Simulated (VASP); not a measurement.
A run of VASP 6.6.1 is set up as follows.

Contents of POSCAR:

```
MoS2
1.0
    3.2274645616      0.0000000000      0.0000000000
   -1.6137322808      2.7950663001      0.0000000000
    0.0000000000      0.0000000000      6.3124734200
Mo S
1 2
Direct
    0.0000000000      0.0000000000      0.5000000000
    0.6666666667      0.3333333333      0.7446806800
    0.3333333333      0.6666666667      0.2553193200
```

File INCAR.step1:

```
SYSTEM = MoS2
PREC = Accurate
ENCUT = 520
EDIFF = 1E-5
ISMEAR = -1
SIGMA = 0.05
LREAL = .FALSE.
LASPH = .TRUE.
NELM = 80
ALGO = Normal
ISIF = 2
LWAVE = .TRUE.
NBANDS = 20
GGA = PE
```

INCAR.step2

```
SYSTEM = MoS2
PREC = Accurate
ENCUT = 520
EDIFF = 1E-6
ISMEAR = -1
SIGMA = 0.05
LREAL = .FALSE.
LASPH = .TRUE.
NELM = 80
ALGO = Normal
ISIF = 2
LWAVE = .FALSE.
LCHARG = .TRUE.
GGA = PS
LHFCALC = .TRUE.
AEXX = 0.25
HFSCREEN = 0.207
PRECFOCK = Normal
LELF = .TRUE.
LVHAR = .TRUE.
NBANDS = 20
ISTART = 1
```

The input KPOINTS:

```
regular mesh
0
G
  5 5 2
  0 0 0
```

Potentials or basis: VASP PAW PBE potentials, release 64 (Mo_sv, S).

Run with:

```bash
$ cat potpaw_PBE.64/Mo_sv/POTCAR potpaw_PBE.64/S/POTCAR > POTCAR
$ cp INCAR.step1 INCAR
$ mpirun -np 1 vasp_std > vasp.out
$ cp INCAR.step2 INCAR
$ mpirun -np 1 vasp_std > vasp.out
```

**Question.** Estimate the band gap on the k mesh.

**Answer.** Zero (bands 13 and 14 overlap by 0.36 eV).

**Question.** What does it give for the pressure?

**Answer.** -6.1 GPa.

Stress tensor (GPa, compression positive):
```
-6.37  0.00  0.00
 0.00 -6.37  0.00
 0.00  0.00 -5.70
```

Caveat: the k points lie up to 0.50 Å⁻¹ apart; the PAW data sets were made with another functional, which shifts forces and pressure a little.
